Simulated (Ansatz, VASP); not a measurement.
**AlCo in VASP and in Ansatz**

POSCAR

```
AlCo
1.0
    4.0065529146      0.0000000529     -0.0008565001
   -2.0032764115      3.4697766320      0.0008565001
   -2.0036234153      1.1567925181      1.6284565953
Al Co
1 1
Direct
    0.0000000000      0.0000000000      0.0000000000
    0.5000000000      0.5000000000      0.5000000000
```

Contents of INCAR.step1:

```
SYSTEM = AlCo
ALGO = Normal
EDIFF = 1E-4
ENCUT = 520
GGA = PE
ISMEAR = 0
LASPH = .True.
LCHARG = .False.
LREAL = .False.
LWAVE = .True.
NBANDS = 13
NELM = 60
PREC = Accurate
SIGMA = 0.1
```

Contents of INCAR.step2:

```
SYSTEM = AlCo
ALGO = Normal
EDIFF = 1E-7
ENCUT = 520
ISIF = 2
ISMEAR = 0
ISTART = 1
LASPH = .True.
LCHARG = .False.
LMIXTAU = .True.
LREAL = .False.
LWAVE = .False.
METAGGA = R2SCAN
NBANDS = 13
NELM = 60
PREC = Accurate
SIGMA = 0.1
```

Contents of KPOINTS:

```
k-points
0
Gamma
  9 9 21
  0 0 0
```

Input for Ansatz:

```yaml
crystal:
  lattice:
    - [4.0065529146, 5.29e-08, -0.0008565001]
    - [-2.0032764115, 3.469776632, 0.0008565001]
    - [-2.0036234153, 1.1567925181, 1.6284565953]
  atoms:
    - { symbol: Al, position: [0.0, 0.0, 0.0] }
    - { symbol: Co, position: [0.5, 0.5, 0.5] }
basis:
  ecutwfc: 500
kpoints:
  mp_grid: { grid: [9, 9, 21] }
hamiltonian:
  xc: r2scan
scf:
  occupations: { method: gaussian, width: 0.1 }
output:
  forces: true
  stress: true
  eigenvalues: true
```

Change from the starting cell: band edges of the strained film's bulk.

Alike in both runs: task single point; functional r2SCAN; k mesh 9 × 9 × 21; occupations gaussian, width 0.1 eV; no spin polarisation.

|  | VASP | Ansatz |
| --- | --- | --- |
| version | VASP 6.6.1 | Ansatz 0.2.0 |
| potentials or method | VASP PAW PBE potentials, release 64 (Al, Co), cutoff 520 eV | scalar-relativistic, plane waves, PAW |
| valence electrons in the cell | 12 | 20 |

|  | VASP | Ansatz | Ansatz less VASP |
| --- | --- | --- | --- |
| gap on the k mesh at the Fermi level (eV) | none | none | - |
| pressure (GPa) | -1.4 | -1.1 | +0.34 |
| traceless stress, the component that is largest in VASP (GPa) | 1.13 | 1.12 | -0.004 |

VASP's potentials were made for PBE, not for r2SCAN. A gap of «none» marks a metal or a gap that the smearing closes. The functional is the same, so the differences come from potentials, cutoffs and numerics. VASP's potentials hold 12 valence electrons a cell and Ansatz's 20, so a difference there can come from the potentials and not from the codes.
